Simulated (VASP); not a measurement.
Set up this calculation in VASP 6.6.1, as the native input.

```yaml
Task: single point
Functional: PBE
Potentials_or_basis: VASP PAW PBE potentials, release 64 (Li_sv)
Cutoff: 520 eV
k_mesh: 11 × 11 × 11
Occupations: gaussian, width 0.023 eV
Spin: no spin polarisation
Dipole_correction: no
Further_INCAR_settings: ALGO = Fast; EDIFF = 1e-06; NBANDS = 8
```

The structure of Li lies in POSCAR:

```
Li
1.0
   -1.7546500000      1.7546500000      1.7546500000
    1.7546500000     -1.7546500000      1.7546500000
    1.7546500000      1.7546500000     -1.7546500000
Li
1
Direct
    0.0000000000      0.0000000000      0.0000000000
```

One way to write it, as run:

INCAR

```
PREC     = Accurate       # precision mode
ENCUT    = 520            # plane-wave cutoff, eV
EDIFF    = 1E-6           # SCF threshold, eV
ISMEAR   = 0              # smearing method
SIGMA    = 0.023          # smearing width, eV
LREAL    = F              # projectors in reciprocal space
LASPH    = T              # aspherical terms in the spheres
NELM     = 100            # most SCF steps
ALGO     = Fast           # electronic algorithm
ISIF     = 2              # what is computed and relaxed
LWAVE    = F              # write WAVECAR
LCHARG   = F              # write CHGCAR
GGA      = PE             # functional
NBANDS   = 8              # bands
```

KPOINTS

```
Automatic mesh
0
Gamma
  11 11 11
```

Potentials or basis: VASP PAW PBE potentials, release 64 (Li_sv).

Run with:

```console
$ cat potpaw_PBE.64/Li_sv/POTCAR > POTCAR
$ mpirun -np 1 vasp_std > vasp.out
```

Wall time 4.2 s on 1 thread of Intel(R) Xeon(R) 6975P-C (Granite Rapids) (shared host), peak memory 0.12 GiB.
